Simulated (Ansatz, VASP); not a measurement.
## SiGe: VASP beside Ansatz

Contents of INCAR:

```
  PREC = Accurate
  ENCUT = 520
  EDIFF = 1E-7
  ISMEAR = 0
  SIGMA = 0.03
  LREAL = F
  LASPH = T
  NELM = 80
  ALGO = Normal
  ISIF = 2
  LWAVE = F
  LCHARG = F
  GGA = PS
  NBANDS = 26
```

File KPOINTS:

```
Automatic mesh
0
Gamma
  12 12 6
```

POSCAR

```
SiGe
1.0
    3.9044512986      0.0000000000      0.0000000000
   -1.9522256493      3.3813540124      0.0000000000
    0.0000000000      0.0000000000      6.4507830000
Si Ge
2 2
Direct
    0.6666666667      0.3333333333      0.9424282242
    0.3333333333      0.6666666667      0.4424282242
    0.6666666667      0.3333333333      0.5003920000
    0.3333333333      0.6666666667      0.0003920000
```

Input for Ansatz:

```yaml
crystal:
  lattice:
    - [3.9044512986, 0.0, 0.0]
    - [-1.9522256493, 3.3813540124, 0.0]
    - [0.0, 0.0, 6.450783]
  atoms:
    - { symbol: Si, position: [0.6666666667, 0.3333333333, 0.9424282242] }
    - { symbol: Si, position: [0.3333333333, 0.6666666667, 0.4424282242] }
    - { symbol: Ge, position: [0.6666666667, 0.3333333333, 0.500392] }
    - { symbol: Ge, position: [0.3333333333, 0.6666666667, 0.000392] }
basis:
  ecutwfc: 420
kpoints:
  mp_grid: { grid: [12, 12, 6] }
hamiltonian:
  xc: pbesol
scf:
  occupations: { method: gaussian, width: 0.03 }
output:
  forces: true
  stress: true
  eigenvalues: true
```

Change from the starting cell: all Si atoms moved +0.438 Å, as atom 1 along Cartesian [0 0 1].

Alike in both runs: task single point; functional PBEsol; k mesh 12 × 12 × 6; occupations gaussian, width 0.03 eV; no spin polarisation.

|  | VASP | Ansatz |
| --- | --- | --- |
| version | VASP 6.6.1 | Ansatz 0.2.0 |
| potentials or method | VASP PAW PBE potentials, release 64 (Si, Ge_d), cutoff 520 eV | scalar-relativistic, plane waves, PAW |
| valence electrons in the cell | 36 | 36 |

|  | VASP | Ansatz | Ansatz less VASP |
| --- | --- | --- | --- |
| gap on the k mesh at the Fermi level (eV) | none | none | - |
| pressure (GPa) | 2.9 | 3.0 | +0.06 |
| traceless stress, the component that is largest in VASP (GPa) | -9.13 | -9.19 | -0.058 |
| rms of the force components (eV/Å) | 1.196 | 1.199 | +0.0027 |

VASP's potentials were made for PBE, not for PBEsol. Atom by atom the forces differ by 0.003 eV/Å (rms over components). A gap of «none» marks a metal or a gap that the smearing closes. With one functional, cell and mesh, what is left measures potentials, basis and numerics.
